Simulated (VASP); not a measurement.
## TiO2: single point with PBEsol+D4

Crystal: TiO2.

```
CELL_PARAMETERS angstrom
6.06159 -1.85874 -0.00132
6.06159 1.85874 -0.00132
-1.90086 0.00000 6.23422
ATOMIC_POSITIONS crystal
Ti 0.89907 0.89907 0.29130
Ti 0.19480 0.19480 0.28355
Ti 0.10093 0.10093 0.70870
Ti 0.80520 0.80520 0.71645
O 0.36171 0.36171 0.29450
O 0.26400 0.26400 0.65195
O 0.86703 0.86703 0.99668
O 0.73600 0.73600 0.34805
O 0.94160 0.94160 0.62963
O 0.13297 0.13297 0.00332
O 0.63829 0.63829 0.70550
O 0.05840 0.05840 0.37037
```

```json
{"Program": "VASP 6.6.1", "Task": "single point", "Functional": "PBEsol", "Dispersion": "D4", "Potentials or basis": "VASP PAW PBE potentials, release 64 (Ti_sv, O)", "Cutoff": "520 eV", "k mesh": "8 × 8 × 4", "Occupations": "fermi-dirac, width 0.05 eV", "Spin": "no spin polarisation"}
```

```
Pressure                   : 0.7 GPa
Largest force              : 0.078 eV/Å
Band gap on the k mesh     : 2.82 eV (least direct gap 3.02 eV)
Dispersion energy per atom : -0.104 eV
```

Forces in eV/Å, atoms in the order of the input:
```
Ti  -0.017  0.000  0.024
Ti  -0.001  0.000  0.078
Ti   0.017  0.000 -0.024
Ti   0.001  0.000 -0.078
O    0.010  0.000 -0.002
O    0.005  0.000 -0.013
O    0.016  0.000  0.047
O   -0.005  0.000  0.013
O   -0.026  0.000 -0.007
O   -0.016  0.000 -0.047
O   -0.010  0.000  0.002
O    0.026  0.000  0.007
```

Stress tensor (GPa, compression positive):
```
0.64 0.00 0.04
0.00 0.59 0.00
0.04 0.00 0.77
```

Levels at points of the mesh, in eV from the valence-band top:
```
           k point  band 46  band 47  band 48  band 49  band 50  band 51
(0.00, 0.00, 0.00)    -0.74    -0.34    -0.20     2.82     3.20     3.44
(0.50, 0.00, 0.00)    -0.48    -0.23    -0.14     3.23     3.29     3.77
(0.50, 0.50, 0.00)    -0.62    -0.40    -0.13     2.99     3.03     3.56
(0.00, 0.00, 0.50)    -0.64    -0.62    -0.44     2.96     3.23     3.39
(0.50, 0.00, 0.50)    -0.52    -0.10    -0.01     3.29     3.35     3.60
(0.50, 0.50, 0.50)    -0.37    -0.23    -0.20     3.11     3.24     3.37
```

Run time: 24 min on 1 thread of Intel(R) Xeon(R) Platinum 8259CL CPU @ 2.50GHz (Skylake/Cascade Lake) (shared host), peak memory 0.63 GiB.

Caveat: the PAW data sets were made with another functional, which shifts forces and pressure a little. A k mesh can miss the band edges.
